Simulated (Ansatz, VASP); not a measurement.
# ScAl3 in VASP and in Ansatz

```xyz
4
Lattice="4.3970 0.0000 0.0000 0.0000 4.3970 0.0000 0.0000 0.0000 4.3970" Properties=species:S:1:pos:R:3 pbc="T T T"
Sc    0.0000    0.0000    0.0000
Al    2.1985    0.0000    2.1985
Al    0.0000    2.1985    2.1985
Al    2.1985    2.1985    0.0000
```

Change from the starting cell: strain +0.080 along x and y, +0.080 along z, atoms carried along.

Alike in both runs: task single point; functional PBEsol; k mesh 12 × 12 × 12; occupations gaussian, width 0.15 eV; no spin polarisation.

```csv
,VASP,Ansatz
version,VASP 6.6.1,Ansatz 0.2.0
potentials or method,"VASP PAW PBE potentials, release 64 (Sc_sv, Al), cutoff 520 eV","scalar-relativistic, plane waves, PAW"
valence electrons in the cell,20,20
```

Ansatz gave:

* gap on the k mesh at the Fermi level (eV): none
* pressure (GPa): -12.9

**Question.** Estimate VASP's values.

**Answer.** gap on the k mesh at the Fermi level (eV): none; pressure (GPa): -12.8.

VASP's potentials were made for PBE, not for PBEsol. A gap of «none» marks a metal or a gap that the smearing closes.
